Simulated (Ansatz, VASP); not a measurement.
# Two plane-wave programs on SrAl3

```
CELL_PARAMETERS angstrom
4.41324 0.00000 0.00000
0.00000 4.41324 0.00000
0.00000 0.00000 4.41324
ATOMIC_POSITIONS crystal
Sr 0.00000 0.00000 0.00000
Al 0.00000 0.50000 0.50000
Al 0.50000 0.50000 0.00000
Al 0.50000 0.00000 0.50000
```

Alike in both runs: task single point; functional PBE; k mesh 8 × 8 × 8; occupations gaussian, width 0.05 eV; no spin polarisation.

```csv
,VASP,Ansatz
version,VASP 6.6.1,Ansatz 0.2.0
potentials or method,"VASP PAW PBE potentials, release 64 (Sr_sv, Al), cutoff 520 eV","scalar-relativistic, plane waves, PAW"
valence electrons in the cell,19,19
```

|  | VASP | Ansatz | Ansatz less VASP |
| --- | --- | --- | --- |
| gap on the k mesh at the Fermi level (eV) | none | none | - |
| pressure (GPa) | 2.1 | 2.1 | -0.06 |

A gap of «none» marks a metal or a gap that the smearing closes.
